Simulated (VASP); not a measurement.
# Li (Fm-3m) in VASP: notebook

The runs below take Li through relaxation of cell and atoms, with r2SCAN.

All numbers are computed with VASP 6.6.1; they aren't measurements. Logs are shortened: lines on timing, memory, paths and dates and some standing lists are left out, and cuts for length are marked.

**1. The cell of the first run**

It takes space group Fm-3m (No. 225, cubic). Conventional cell: a = 3.178 Å, b = 3.178 Å, c = 3.178 Å, α = 90.00°, β = 90.00°, γ = 90.00°. Li (site symmetry m-3m) has 12 Li at 2.25 Å within 3.0 Å.

**2. Relaxation of cell and atoms, r2SCAN, target pressure 90 GPa, at which the enthalpy is minimised**

POSCAR reads:

```
Li
1.0
    0.0000000000      1.5887693264      1.5887693264
    1.5887693264      0.0000000000      1.5887693264
    1.5887693264      1.5887693264      0.0000000000
Li
1
Direct
    0.0000000000      0.0000000000      0.0000000000
```

INCAR.step1 reads:

```
  ALGO = Normal
  EDIFF = 1E-4
  ENCUT = 600
  GGA = PE
  ISMEAR = 0
  LASPH = T
  LCHARG = F
  LREAL = F
  LWAVE = T
  NELM = 100
  PREC = Accurate
  SIGMA = 0.1
```

INCAR.step2 reads:

```
  ALGO = Normal
  EDIFF = 1E-6
  EDIFFG = -0.008
  ENCUT = 600
  IBRION = 2
  ISIF = 3
  ISMEAR = 0
  ISTART = 1
  LASPH = T
  LCHARG = F
  LMIXTAU = T
  LREAL = F
  LWAVE = F
  METAGGA = R2SCAN
  NELM = 100
  NSW = 70
  PREC = Accurate
  PSTRESS = 900.0
  SIGMA = 0.1
```

KPOINTS reads:

```
k-points
0
Gamma
  22 22 22
```

Potentials or basis: VASP PAW PBE potentials, release 64 (Li_sv).

Started as:

```console
$ cat potpaw_PBE.64/Li_sv/POTCAR > POTCAR
$ cp INCAR.step1 INCAR
$ mpirun -np 1 vasp_std > vasp.out
$ cp INCAR.step2 INCAR
$ mpirun -np 1 vasp_std > vasp.out
```

OUTCAR:

```text
EDIFF = 1E-6
   EDIFFG = -0.008
   ENCUT = 600
   IBRION = 2
   ISIF = 3
   ISMEAR = 0
   ISTART = 1
   LASPH = T
   LREAL = F
   METAGGA = R2SCAN
   NELM = 100
   NSW = 70
   PREC = Accurate
   PSTRESS = 900.0

 ion  position               nearest neighbor table
   1  0.000  0.000  0.000-

  LATTYP: Found a face centered cubic cell.
 ALAT       =     3.1775386528

  Lattice vectors:

 A1 = (   0.0000000000,   1.5887693264,   1.5887693264)
 A2 = (   1.5887693264,   0.0000000000,   1.5887693264)
 A3 = (   1.5887693264,   1.5887693264,   0.0000000000)

Analysis of symmetry for initial positions (statically):
=====================================================================
 Subroutine PRICEL returns:
 Original cell was already a primitive cell.

 Routine SETGRP: Setting up the symmetry group for a
 face centered cubic supercell.

 Subroutine GETGRP returns: Found 48 space group operations
 (whereof 48 operations were pure point group operations)
 out of a pool of 48 trial point group operations.

The static configuration has the point symmetry O_h .

Analysis of symmetry for dynamics (positions and initial velocities):
=====================================================================
 Subroutine PRICEL returns:
 Original cell was already a primitive cell.

 Routine SETGRP: Setting up the symmetry group for a
 face centered cubic supercell.

 Subroutine GETGRP returns: Found 48 space group operations
 (whereof 48 operations were pure point group operations)
 out of a pool of 48 trial point group operations.

The dynamic configuration has the point symmetry O_h .

 Subroutine INISYM returns: Found 48 space group operations
 (whereof 48 operations are pure point group operations),
 and found     1 'primitive' translations

----------------------------------------------------------------------------------------

                                     Primitive cell

  volume of cell :       8.0207

  direct lattice vectors                    reciprocal lattice vectors
     0.000000000  1.588769326  1.588769326    -0.314708996  0.314708996  0.314708996
     1.588769326  0.000000000  1.588769326     0.314708996 -0.314708996  0.314708996
     1.588769326  1.588769326  0.000000000     0.314708996  0.314708996 -0.314708996

  length of vectors
     2.246859129  2.246859129  2.246859129     0.545091971  0.545091971  0.545091971

[... 87 lines left out ...]
   TEBEG  =    0.0;   TEEND  =   0.0 temperature during run
   PSTRESS=  900.0 pullay stress
   NELECT =       3.0000    total number of electrons
   NUPDOWN=      -1.0000    fix difference up-down
   EMIN   =  10.00;   EMAX   =-10.00  energy-range for DOS
   EFERMI =   0.00;   METHOD = LEGACY
   ISMEAR =     0;   SIGMA  =   0.10  broadening in eV -4-tet -1-fermi 0-gaus
   EFERMI_NEDOS =   21; number of points for ismear=-14 and -15
   IALGO  =     38    algorithm
   IMIX   =      4    mixing-type and parameters
     AMIX     =   0.40;   BMIX     =  1.00
     AMIX_MAG =   1.60;   BMIX_MAG =  1.00
  volume/ion in A,a.u.               =       8.02        54.13
  Fermi-wavevector in a.u.,A,eV,Ry     =   1.179536  2.228999 18.929845  1.391304
  Thomas-Fermi vector in A             =   2.315845
   LORBIT       =      0    0 simple, 1 ext, 2 COOP (PROOUT), +10 PAW based schemes
   METAGGA = R2SCAN    functional components
   LHFCALC =     F    Hartree Fock is set to
   AEXX    =    0.0000 exact exchange contribution
   IVDW    =     0    specifies the selected vdW correction
   LEPSILON=     F    determine dielectric tensor
   LRPA    =     F    only Hartree local field effects (RPA)
 conjugate gradient relaxation of ions
 non-spin polarized calculation
 Gauss-broadening in eV      SIGMA  =   0.10
  energy-cutoff  :      600.00
  volume of cell :        8.02
 maximum number of plane-waves:       283
 NGX is ok and might be reduce to    18
   NGX =  9   NGY =  9   NGZ =  9

--------------------------------------- Ionic step        1  -------------------------------------------

 number of electron       2.9999997 magnetization

 Free energy of the ion-electron system (eV)
  ---------------------------------------------------
  ext. energy  EPLUGINS =         0.00000000
  ---------------------------------------------------
  free energy    TOTEN  =        -1.13198940 eV

  energy without entropy =       -1.13088753  energy(sigma->0) =       -1.13143846

------------------------ aborting loop because EDIFF is reached ----------------------------------------

  FORCE on cell =-STRESS in cart. coord.  units (eV):
  Direction    XX          YY          ZZ          XY          YZ          ZX
  --------------------------------------------------------------------------------------
  -------------------------------------------------------------------------------------
  Total        3.2440449      3.2440449      3.2440449      0.0000000      0.0000000     -0.0000000
  in kB      648.0147684    648.0147684    648.0147684      0.0000000      0.0000000     -0.0000000
  external PRESSURE =    -251.9852316 kB  Pullay stress =     900.0000000 kB
[... 61 lines left out ...]
--------------------------------------- Ionic step        3  -------------------------------------------

 number of electron       2.9999997 magnetization

 Free energy of the ion-electron system (eV)
  ---------------------------------------------------
  ext. energy  EPLUGINS =         0.00000000
  ---------------------------------------------------
  free energy    TOTEN  =        -0.63955236 eV

  energy without entropy =       -0.63837387  energy(sigma->0) =       -0.63896312

 E-fermi :   5.4808     XC(G=0): -10.7581

 val. band max:        5.4798704051   @ k =   0.4545   0.2273   0.0000
 cond. band min:       5.5201330530   @ k =  -0.4545   0.1818   0.0909
 fundamental gap:      0.0402626478
 Fermi energy:         5.4807508747

 k-point     1 :       0.0000    0.0000    0.0000
  band No.  band energies     occupation
      1     -42.0557      2.00000
      2       1.3425      2.00000
      3      37.1482      0.00000
      4      37.1491      0.00000
      5      37.1491      0.00000
[... 177 lines left out ...]
 k-point    24 :      -0.4545    0.0455    0.0000
  band No.  band energies     occupation
      1     -41.3875      2.00000
      2       4.6234      2.00000
      3      14.9382      0.00000
      4      32.5704      0.00000
      5      33.1379      0.00000

 [... further k-points ...]

------------------------ aborting loop because EDIFF is reached ----------------------------------------

  FORCE on cell =-STRESS in cart. coord.  units (eV):
  Direction    XX          YY          ZZ          XY          YZ          ZX
  --------------------------------------------------------------------------------------
  -------------------------------------------------------------------------------------
  Total        3.9288492      3.9288492      3.9288492      0.0000000      0.0000000      0.0000000
  in kB      901.2103100    901.2103100    901.2103100      0.0000000      0.0000000      0.0000000
  external PRESSURE =       1.2103100 kB  Pullay stress =     900.0000000 kB
[... 20 lines left out ...]
  energy  without entropy=       -0.6383738748  energy(sigma->0) =       -0.63896312

  enthalpy is  TOTEN    =         3.2840204435 eV   P V=        3.9235728006

 reached required accuracy - stopping structural energy minimisation
```

OUTCAR.step1:

```text
EDIFF = 1E-4
   ENCUT = 600
   GGA = PE
   ISMEAR = 0
   LASPH = T
[... 408 lines left out ...]

 POSITION                                       TOTAL-FORCE (eV/Angst)
 -----------------------------------------------------------------------------------
      0.00000      0.00000      0.00000        -0.000000     -0.000000      0.000000
 -----------------------------------------------------------------------------------
    total drift:                                0.000000     -0.000000      0.000000

  FREE ENERGIE OF THE ION-ELECTRON SYSTEM (eV)
  ---------------------------------------------------
  free  energy   TOTEN  =        -0.7612417459 eV

  energy  without entropy=       -0.7600455359  energy(sigma->0) =       -0.76064364
```

OSZICAR.step1:

```text
N       E                     dE             d eps       ncg     rms          rms(c)
DAV:   1     0.210154362556E+01    0.21015E+01   -0.95094E+02  3435   0.526E+02
DAV:   2    -0.637880976071E+00   -0.27394E+01   -0.25256E+01  4720   0.589E+01
DAV:   3    -0.713199782720E+00   -0.75319E-01   -0.74325E-01  3865   0.772E+00
DAV:   4    -0.713809184476E+00   -0.60940E-03   -0.60927E-03  4385   0.524E-01
DAV:   5    -0.713809964248E+00   -0.77977E-06   -0.78018E-06  3680   0.186E-02    0.158E+00
DAV:   6    -0.740871309726E+00   -0.27061E-01   -0.53443E-03  3695   0.602E-01    0.101E+00
DAV:   7    -0.761234613657E+00   -0.20363E-01   -0.24066E-02  3495   0.132E+00    0.502E-02
DAV:   8    -0.761241745888E+00   -0.71322E-05   -0.16743E-04  4240   0.132E-01
   1 F= -.76124175E+00 E0= -.76064364E+00  d E =-.119621E-02
```

Run time: 2.3 min. Hardware: 1 thread of Intel Xeon Platinum 8488C (Sapphire Rapids), shared host; peak memory 0.12 GiB.

What came out:

| Quantity | Value |
| --- | --- |
| Free energy | -0.6396 eV |
| Relaxed volume | 6.98 Å³/atom |
| Relaxed cell | a = 2.146 Å, b = 2.146 Å, c = 2.146 Å, α = 60.00°, β = 60.00°, γ = 60.00° |
| Space group after relaxing (to 0.05 Å) | Fm-3m (No. 225) |
| Energy change on relaxing (the enthalpy is what falls) | +492.4 meV/atom |
| Ionic steps | 3 |
| Pressure after relaxing | 90.1 GPa |

The path:
```csv
step,energy change (eV),largest force (eV/Å),pressure (GPa),volume (Å³)
1,0.0000,0.0000,64.80,8.02
2,0.6977,0.0000,101.65,6.64
3,0.4924,0.0000,90.12,6.98
```

Final structure:
```xyz
1
Lattice="0.0000 1.5172 1.5172 1.5172 0.0000 1.5172 1.5172 1.5172 0.0000" Properties=species:S:1:pos:R:3 pbc="T T T"
Li    0.0000    0.0000    0.0000
```

Levels at points of the mesh, in eV from the Fermi level:
| k point | band 1 | band 2 | band 3 | band 4 | band 5 |
| --- | --- | --- | --- | --- | --- |
| (0.00, 0.00, 0.00) | -47.54 | -4.14 | 31.67 | 31.67 | 31.67 |
| (0.50, 0.00, 0.00) | -46.87 | -0.88 | 9.36 | 27.88 | 27.88 |
| (0.50, 0.50, 0.00) | -46.68 | 2.71 | 10.66 | 18.17 | 18.17 |

Caveat: the cutoff is under 1.25 times the usual one of these potentials, so pressure, stress and relaxed cells hold a basis-set (Pulay) error; the cell is relaxed towards a set pressure, so the enthalpy falls and the energy may rise; the PAW data sets were made with another functional, which shifts forces and pressure a little.

**3. Relaxation of cell and atoms, r2SCAN, target pressure 1 GPa, at which the enthalpy is minimised**

This run uses another cell than the first one, of 20.75 Å³/atom, 2.587 times its volume.

POSCAR reads:

```
Li
1.0
    0.0000000000      2.1810742957      2.1810742957
    2.1810742957      0.0000000000      2.1810742957
    2.1810742957      2.1810742957      0.0000000000
Li
1
Direct
    0.0000000000      0.0000000000      0.0000000000
```

INCAR.step1 reads:

```
SYSTEM = Li
PREC = Accurate
ENCUT = 600
ISMEAR = 0
SIGMA = 0.1
LREAL = .FALSE.
LASPH = .TRUE.
NELM = 100
GGA = PE
ALGO = Normal
EDIFF = 1E-4
LWAVE = .TRUE.
LCHARG = .FALSE.
```

INCAR.step2 reads:

```
SYSTEM = Li
PREC = Accurate
ENCUT = 600
EDIFF = 1E-7
ISMEAR = 0
SIGMA = 0.1
LREAL = .FALSE.
LASPH = .TRUE.
NELM = 100
ALGO = Normal
ISIF = 3
LWAVE = .FALSE.
LCHARG = .FALSE.
METAGGA = R2SCAN
LMIXTAU = .TRUE.
IBRION = 2
NSW = 70
EDIFFG = -0.008
PSTRESS = 10.0
ISTART = 1
```

KPOINTS reads:

```
Automatic mesh
0
G
  16 16 16
  0 0 0
```

Potentials or basis: VASP PAW PBE potentials, release 64 (Li_sv).

Started as:

```console
$ cat potpaw_PBE.64/Li_sv/POTCAR > POTCAR
$ cp INCAR.step1 INCAR
$ mpirun -np 1 vasp_std > vasp.out
$ cp INCAR.step2 INCAR
$ mpirun -np 1 vasp_std > vasp.out
```

It took 5.3 min on 1 thread of Intel Xeon Platinum 8488C (Sapphire Rapids), shared host; peak memory 0.16 GiB.

The run converged. Its results:

```
Free energy                                            : -2.3823 eV
Relaxed volume                                         : 19.01 Å³/atom
Relaxed cell                                           : a = 2.996 Å, b = 2.996 Å, c = 2.996 Å, α = 60.00°, β = 60.00°, γ = 60.00°
Space group after relaxing (to 0.05 Å)                 : Fm-3m (No. 225)
Energy change on relaxing (the enthalpy is what falls) : +5.7 meV/atom
Ionic steps                                            : 5
Pressure after relaxing                                : 1.0 GPa
```

Step by step:
| step | energy change (eV) | largest force (eV/Å) | pressure (GPa) | volume (Å³) |
| --- | --- | --- | --- | --- |
| 1 | 0.0000 | 0.0000 | 0.00 | 20.75 |
| 2 | 0.0009 | 0.0000 | 0.21 | 20.36 |
| 3 | 0.0044 | 0.0000 | 0.72 | 19.23 |
| 4 | 0.0084 | 0.0000 | 1.44 | 18.68 |
| 5 | 0.0057 | 0.0000 | 0.97 | 19.01 |

Final structure:
```
Li
1.0
     0.00000    2.11837    2.11837
     2.11837    0.00000    2.11837
     2.11837    2.11837    0.00000
Li
1
Direct
  0.00000 0.00000 0.00000
```

Levels at points of the mesh, in eV from the Fermi level:
| k point | band 1 | band 2 | band 3 | band 4 | band 5 |
| --- | --- | --- | --- | --- | --- |
| (0.00, 0.00, 0.00) | -47.93 | -3.94 | 16.72 | 16.72 | 16.72 |
| (0.50, 0.00, 0.00) | -47.91 | -0.01 | 3.40 | 14.68 | 14.68 |
| (0.50, 0.50, 0.00) | -47.90 | 1.76 | 5.29 | 9.71 | 9.71 |

Caveat: the cutoff is under 1.25 times the usual one of these potentials, so pressure, stress and relaxed cells hold a basis-set (Pulay) error; the cell is relaxed towards a set pressure, so the enthalpy falls and the energy may rise; the PAW data sets were made with another functional, which shifts forces and pressure a little.
